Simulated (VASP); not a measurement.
A run of VASP 6.6.1:

INCAR

```
SYSTEM = Te2Mo
PREC = Accurate
ENCUT = 520
EDIFF = 1E-7
ISMEAR = 0
SIGMA = 0.05
LREAL = .False.
LASPH = .True.
NELM = 100
ALGO = Normal
ISIF = 2
LWAVE = .False.
LCHARG = .False.
GGA = PE
IVDW = 12
NBANDS = 35
```

Contents of KPOINTS:

```
regular mesh
0
Gamma
  10 10 2
  0 0 0
```

POSCAR

```
Te2Mo
1.0
    3.4964340951      0.0000000000      0.0000000000
   -1.7482170476      3.0280007490      0.0000000000
    0.0000000000      0.0000000000     13.7011346687
Te Mo
4 2
Direct
    0.3333333333      0.6666666667      0.6173445263
    0.6666666667      0.3333333333      0.1173445263
    0.3333333333      0.6666666667      0.8826554737
    0.6666666667      0.3333333333      0.3826554737
    0.3333333333      0.6666666667      0.2500000000
    0.6666666667      0.3333333333      0.7500000000
```

Potentials or basis: VASP PAW PBE potentials, release 64 (Te, Mo_sv).

Command:

```sh
$ cat potpaw_PBE.64/Te/POTCAR potpaw_PBE.64/Mo_sv/POTCAR > POTCAR
$ mpirun -np 1 vasp_std > vasp.out
```

Hardware: 1 thread of AMD EPYC 7R43 64-Core Processor (Zen 3) (shared host).

**Question.** How long does it take, and how much memory?

**Answer.** Run time: 2.8 min on 1 thread of AMD EPYC 7R43 64-Core Processor (Zen 3), on a shared host, peak memory 0.3 GiB. Counts: scf iterations 17, k points 28.
